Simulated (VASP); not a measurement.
# Li: density of states with PBE

Crystal: Li.

```
CELL_PARAMETERS angstrom
-2.46777 2.46777 1.33495
2.46777 -2.46777 1.33495
2.46777 2.46777 -1.33495
ATOMIC_POSITIONS crystal
Li 0.62500 0.87500 0.75000
Li 0.37500 0.12500 0.25000
```

This cell differs from its parent crystal: volume scaled by 0.8.

```json
{"Program": "VASP 6.6.1", "Task": "density of states", "Functional": "PBE", "Potentials or basis": "VASP PAW PBE potentials, release 64 (Li_sv)", "Cutoff": "520 eV", "k mesh": "15 × 15 × 15", "Occupations": "fermi-dirac, width 0.08 eV", "Spin": "no spin polarisation", "Dipole correction": "no", "k mesh for the DOS": "23 × 23 × 23", "Occupations for the DOS": "tetrahedron", "Further INCAR settings": "ALGO = Normal; EDIFF = 1e-06"}
```

The valence electrons inside the program's atomic spheres are Li 2.10.

Levels at points of the mesh, in eV from the Fermi level:
```
           k point  band 1  band 2  band 3  band 4  band 5  band 6
(0.00, 0.00, 0.00)  -46.35  -46.26   -3.75    4.23    4.23    6.91
```

It took 5.5 min on 1 thread of Oxide Virtual Turin-like Processor, on a shared host, peak memory 0.27 GiB.
